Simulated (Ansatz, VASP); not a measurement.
## Two plane-wave programs on Co

```
Co
1.0
     0.00000    1.77688    1.77688
     1.77688    0.00000    1.77688
     1.77688    1.77688    0.00000
Co
1
Direct
  0.00000 0.00000 0.00000
```

Alike in both runs: task single point; functional RPBE; k mesh 25 × 25 × 25; occupations fermi-dirac, width 0.05 eV; collinear spin.

```csv
,VASP,Ansatz
version,VASP 6.6.1,Ansatz 0.2.0
potentials or method,"VASP PAW PBE potentials, release 64 (Co), cutoff 520 eV","plane waves (420 eV) with PAW, scalar-relativistic"
valence electrons in the cell,9,17
```

|  | VASP | Ansatz | Ansatz less VASP |
| --- | --- | --- | --- |
| net moment per atom (μB) | 1.68 | 1.70 | +0.016 |
| size of the moment on the site where the two differ most (μB) | 1.71 | 1.77 | +0.066 |

VASP's potentials were made for PBE, not for RPBE. Site moments also hang on the region over which each program counts them. The functional is the same, so the differences come from potentials, cutoffs and numerics. VASP's potentials hold 9 valence electrons a cell and Ansatz's 17, so a difference there can come from the potentials and not from the codes.
